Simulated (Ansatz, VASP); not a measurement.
## One calculation of Mo3Ru, two programs

The input INCAR:

```
PREC = Accurate
ENCUT = 600
EDIFF = 1E-6
ISMEAR = 0
SIGMA = 0.1
LREAL = F
LASPH = T
NELM = 80
ALGO = Normal
ISIF = 3
LWAVE = F
LCHARG = F
GGA = PE
IBRION = 2
NSW = 90
EDIFFG = -0.04
```

Contents of KPOINTS:

```
Automatic mesh
0
Gamma
  6 6 6
```

File POSCAR:

```
Mo3Ru
1.0
    0.0000000000      3.2291133200      3.2291133200
    3.2291133200      0.0000000000      3.2291133200
    3.2291133200      3.2291133200      0.0000000000
Mo Ru
3 1
Direct
    0.7500000000      0.7500000000      0.7500000000
    0.5000000000      0.5000000000      0.5000000000
    0.2500000000      0.2500000000      0.2500000000
    0.0000000000      0.0000000000      0.0000000000
```

Input for Ansatz:

```yaml
crystal:
  lattice:
    - [0.0, 3.22911332, 3.22911332]
    - [3.22911332, 0.0, 3.22911332]
    - [3.22911332, 3.22911332, 0.0]
  atoms:
    - { symbol: Mo, position: [0.75, 0.75, 0.75] }
    - { symbol: Mo, position: [0.5, 0.5, 0.5] }
    - { symbol: Mo, position: [0.25, 0.25, 0.25] }
    - { symbol: Ru, position: [0.0, 0.0, 0.0] }
basis:
  ecutwfc: 420
kpoints:
  mp_grid: { grid: [6, 6, 6] }
hamiltonian:
  xc: pbe
scf:
  occupations: { method: gaussian, width: 0.1 }
  lower_state_search: "off"
output:
  forces: true
  stress: true
  eigenvalues: true
relax:
  adjacent_minimum: "off"
  f_tol: 0.04
  max_steps: 70
  cell: { stress_tol: 0.4 }
```

Alike in both runs: task relaxation of cell and atoms; functional PBE; k mesh 6 × 6 × 6; occupations gaussian, width 0.1 eV; no spin polarisation.

```csv
,VASP,Ansatz
version,VASP 6.6.1,Ansatz 0.2.0
potentials or method,"VASP PAW PBE potentials, release 64 (Mo_sv, Ru_pv), cutoff 600 eV","scalar-relativistic, plane waves, PAW"
valence electrons in the cell,56,58
```

VASP gave:

| Property | Result |
| --- | --- |
| gap on the k mesh at the Fermi level, each at its own relaxed structure (eV) | none |
| relaxed volume (Å³/atom) | 15.40 |
| relaxed cell length with the largest relative difference (Å) | 4.433 |

Question: Estimate Ansatz's values.

Answer: gap on the k mesh at the Fermi level, each at its own relaxed structure (eV): none; relaxed volume (Å³/atom): 15.38; relaxed cell length with the largest relative difference (Å): 4.431.

A gap of «none» marks a metal or a gap that the smearing closes. VASP's potentials hold 56 valence electrons a cell and Ansatz's 58, so a difference there can come from the potentials and not from the codes.
